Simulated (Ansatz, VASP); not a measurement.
TiH5 in VASP and in Ansatz

```
Ti H
1.0
     3.00591    0.00000    0.00000
    -1.50295    2.60319    0.00000
     0.00000    0.00000    3.91533
Ti H
1 5
Cartesian
  0.0000 0.0000 0.0000
  0.0000 1.7355 3.0012
  1.5030 0.8677 3.0012
  1.5030 0.8677 0.9141
  0.0000 1.7355 0.9141
  0.0000 0.0000 1.9577
```

Alike in both runs: functional PBE; k mesh 12 × 12 × 10; occupations gaussian, width 0.1 eV; no spin polarisation.

Ansatz relaxed the structure, and its values are those at the end. VASP's run is a single point on that final structure, the one shown.

|  | VASP | Ansatz |
| --- | --- | --- |
| version | VASP 6.6.1 | Ansatz 0.2.0 |
| potentials or method | VASP PAW PBE potentials, release 64 (Ti_sv, H), cutoff 520 eV | scalar-relativistic, plane waves, PAW |
| valence electrons in the cell | 17 | 17 |

```tsv
	VASP	Ansatz	Ansatz less VASP
gap on the k mesh at the Fermi level (eV)	none	none	-
pressure (GPa)	-0.2	0.0	+0.16
```

A gap of «none» marks a metal or a gap that the smearing closes. With one functional, cell and mesh, what is left measures potentials, basis and numerics.
